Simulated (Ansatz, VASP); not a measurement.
## Two plane-wave programs on ZnS

The input POSCAR:

```
ZnS
1.0
   -3.8067217473      0.0000000000      0.0000000000
   -1.9033608736     -3.2967177383      0.0000000000
   -1.5226886989      0.0000000000     12.4914703042
Zn S
4 4
Direct
   -0.0292442809      0.3333333333      0.9064440355
    0.1707557191      0.3333333333      0.4064440355
    0.6040890525      0.6666666667      0.1564440355
    0.4040890525      0.6666666667      0.6564440355
    0.2959109475      0.3333333333      0.0935559645
    0.0959109475      0.3333333333      0.5935559645
    0.5292442809      0.6666666667      0.3435559645
    0.3292442809      0.6666666667      0.8435559645
```

File INCAR.step1:

```
SYSTEM = ZnS
ALGO     = Normal         ! electronic algorithm
EDIFF    = 1E-4           ! SCF threshold, eV
ENCUT    = 520            ! plane-wave cutoff, eV
GGA      = PE             ! functional
ISMEAR   = 0              ! smearing method
LASPH    = .TRUE.         ! aspherical terms in the spheres
LCHARG   = .FALSE.        ! write CHGCAR
LREAL    = .FALSE.        ! projectors in reciprocal space
LWAVE    = .TRUE.         ! write WAVECAR
NBANDS   = 46             ! bands
NELM     = 100            ! most SCF steps
PREC     = Accurate       ! precision mode
SIGMA    = 0.05           ! smearing width, eV
```

File INCAR.step2:

```
SYSTEM = ZnS
ALGO     = Normal         ! electronic algorithm
EDIFF    = 1E-6           ! SCF threshold, eV
ENCUT    = 520            ! plane-wave cutoff, eV
ISIF     = 2              ! what is computed and relaxed
ISMEAR   = 0              ! smearing method
ISTART   = 1            
LASPH    = .TRUE.         ! aspherical terms in the spheres
LCHARG   = .FALSE.        ! write CHGCAR
LMIXTAU  = .TRUE.       
LREAL    = .FALSE.        ! projectors in reciprocal space
LWAVE    = .FALSE.        ! write WAVECAR
METAGGA  = R2SCAN         ! meta-GGA
NBANDS   = 46             ! bands
NELM     = 100            ! most SCF steps
PREC     = Accurate       ! precision mode
SIGMA    = 0.05           ! smearing width, eV
```

Contents of KPOINTS:

```
k-points
0
G
  7 7 2
  0 0 0
```

Input for Ansatz:

```yaml
crystal:
  lattice:
    - [-3.8067217473, 0.0, 0.0]
    - [-1.9033608736, -3.2967177383, 0.0]
    - [-1.5226886989, 0.0, 12.4914703042]
  atoms:
    - { symbol: Zn, position: [-0.0292442809, 0.3333333333, 0.9064440355] }
    - { symbol: Zn, position: [0.1707557191, 0.3333333333, 0.4064440355] }
    - { symbol: Zn, position: [0.6040890525, 0.6666666667, 0.1564440355] }
    - { symbol: Zn, position: [0.4040890525, 0.6666666667, 0.6564440355] }
    - { symbol: S, position: [0.2959109475, 0.3333333333, 0.0935559645] }
    - { symbol: S, position: [0.0959109475, 0.3333333333, 0.5935559645] }
    - { symbol: S, position: [0.5292442809, 0.6666666667, 0.3435559645] }
    - { symbol: S, position: [0.3292442809, 0.6666666667, 0.8435559645] }
basis:
  ecutwfc: 500
kpoints:
  mp_grid: { grid: [7, 7, 2] }
hamiltonian:
  xc: r2scan
scf:
  occupations: { method: gaussian, width: 0.05 }
output:
  forces: true
  stress: true
  eigenvalues: true
```

Alike in both runs: task single point; functional r2SCAN; k mesh 7 × 7 × 2; occupations gaussian, width 0.05 eV; no spin polarisation.

```csv
,VASP,Ansatz
version,VASP 6.6.1,Ansatz 0.2.0
potentials or method,"VASP PAW PBE potentials, release 64 (Zn, S), cutoff 520 eV","scalar-relativistic, plane waves, PAW"
valence electrons in the cell,72,72
```

```tsv
	VASP	Ansatz	Ansatz less VASP
gap on the k mesh at the Fermi level (eV)	2.17	2.16	-0.004
least direct gap on the mesh (eV)	2.17	2.16	-0.004
pressure (GPa)	-0.5	-0.6	-0.04
traceless stress, the component that is largest in VASP (GPa)	1.53	1.52	-0.002
rms of the force components (eV/Å)	0.195	0.193	-0.0016
```

VASP's potentials were made for PBE, not for r2SCAN. Atom by atom the forces differ by 0.007 eV/Å (rms over components). With one functional, cell and mesh, what is left measures potentials, basis and numerics.
